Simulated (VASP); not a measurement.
Runs of VASP 6.6.1 on H. The structure is that of space group I4/mmm (No. 139), or close to it. The cells are those of the table. 

```tsv
cell	gap on the mesh (eV)	pressure (GPa)	largest force (eV/Å)
a = 3.444 Å, angles 109.1, 109.1, 110.2°, 2 atoms	10.25	(c)	5.10
a = 3.457 Å, angles 113.0, 113.0, 102.6°, 2 atoms	9.60	(a)	1.58
a = 3.571 Å, angles 121.5, 121.5, 87.4°, 2 atoms	8.21	-3.7	2.48
a = 3.632 Å, angles 124.2, 124.2, 82.9°, 2 atoms	7.40	-4.9	3.22
a = 3.498 Å, angles 117.1, 117.1, 95.1°, 2 atoms	(d)	(b)	0.79
```

Alike in all rows: task single point; level PBE; potentials or basis VASP PAW PBE potentials, release 64 (H); no spin polarisation; k mesh 10 × 10 × 10; cutoff (eV) 520; smearing gaussian 0.05 eV.

**Question.** Fill in the values left out.

**Answer.** (a) 1.8; (b) -1.2; (c) 5.4; (d) 9.10.

Caveats: forces of over 1 eV/Å act on the atoms, so gaps and moduli don't describe the material at rest (some runs).

A k mesh can miss the band edges.
